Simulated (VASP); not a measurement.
The system is GaO.

```
CELL_PARAMETERS angstrom
3.06991 0.00000 0.00000
-1.53496 2.65862 0.00000
0.00000 0.00000 12.88214
ATOMIC_POSITIONS crystal
Ga 0.33333 0.66667 0.15393
Ga 0.66667 0.33333 0.65393
Ga 0.33333 0.66667 0.34607
Ga 0.66667 0.33333 0.84607
O 0.33333 0.66667 0.59807
O 0.66667 0.33333 0.09807
O 0.33333 0.66667 0.90193
O 0.66667 0.33333 0.40193
```

* Program: VASP 6.6.1
* Task: relaxation of cell and atoms
* Functional: LDA
* Potentials or basis: VASP PAW LDA potentials, release 64 (Ga_d, O)
* Cutoff: 600 eV
* k mesh: 12 × 12 × 2
* Occupations: gaussian, width 0.01 eV
* Spin: no spin polarisation

At the start: pressure -3.8 GPa; volume 13.14 Å³/atom.

Task: Where does the relaxation end?

Result: Over 34 steps the energy falls by 9.9 meV/atom and the volume is 12.30 Å³/atom (-6.4 %); space group P6_3/mmc (No. 194, to 0.1 Å) before and after.

Step by step:
| step | energy change (eV) | largest force (eV/Å) | pressure (GPa) | volume (Å³) |
| --- | --- | --- | --- | --- |
| 1 | 0.0000 | 0.2026 | -3.82 | 105.14 |
| 2 | -0.0043 | 0.4338 | 3.45 | 100.44 |
| 3 | -0.0332 | 0.1181 | -0.22 | 102.67 |
| 4 | -0.0398 | 0.1112 | -0.03 | 102.02 |
| 5 | -0.0400 | 0.1479 | 0.02 | 101.91 |
| 6 | -0.0448 | 0.1322 | 0.02 | 101.65 |
| 7 | -0.0569 | 0.1154 | 0.07 | 100.85 |
| 8 | -0.0702 | 0.1682 | 0.33 | 99.23 |
| 9 | -0.0765 | 0.0549 | -0.42 | 99.29 |
| 10 | -0.0773 | 0.0288 | -0.79 | 99.32 |
| 11 | -0.0784 | 0.0697 | 0.21 | 98.42 |
| 12 | -0.0790 | 0.0338 | -0.16 | 98.75 |
| 13 | -0.0793 | 0.0152 | 0.05 | 98.52 |
| 14 | -0.0793 | 0.0104 | 0.02 | 98.54 |
| 15 | -0.0793 | 0.0118 | 0.03 | 98.54 |
| 16 | -0.0793 | 0.0123 | 0.00 | 98.54 |
| 17 | -0.0794 | 0.0132 | -0.04 | 98.56 |
| 18 | -0.0794 | 0.0152 | 0.02 | 98.52 |
| 19 | -0.0794 | 0.0139 | 0.02 | 98.52 |
| 20 | -0.0794 | 0.0098 | -0.01 | 98.51 |
| 21 | -0.0794 | 0.0062 | -0.07 | 98.48 |
| 22 | -0.0795 | 0.0019 | -0.01 | 98.42 |
| 23 | -0.0795 | 0.0024 | 0.01 | 98.40 |
| 24 | -0.0795 | 0.0021 | 0.00 | 98.40 |
| 25 | -0.0795 | 0.0024 | 0.01 | 98.40 |
| 26 | -0.0795 | 0.0028 | -0.01 | 98.40 |
| 27 | -0.0795 | 0.0026 | -0.01 | 98.40 |
| 28 | -0.0795 | 0.0031 | -0.01 | 98.40 |
| 29 | -0.0795 | 0.0011 | 0.01 | 98.40 |
| 30 | -0.0795 | 0.0020 | 0.00 | 98.40 |
| 31 | -0.0795 | 0.0010 | 0.00 | 98.40 |
| 32 | -0.0795 | 0.0010 | 0.00 | 98.40 |
| 33 | -0.0795 | 0.0007 | 0.01 | 98.40 |
| 34 | -0.0795 | 0.0010 | -0.01 | 98.40 |

Final structure:
```xyz
8
Lattice="3.0686 0.0000 0.0000 -1.5343 2.6574 0.0000 0.0000 0.0000 12.0674" Properties=species:S:1:pos:R:3 pbc="T T T"
Ga    0.0000    1.7716    1.7927
Ga    1.5343    0.8858    7.8264
Ga    0.0000    1.7716    4.2410
Ga    1.5343    0.8858   10.2748
O     0.0000    1.7716    7.1377
O     1.5343    0.8858    1.1040
O     0.0000    1.7716   10.9635
O     1.5343    0.8858    4.9297
```
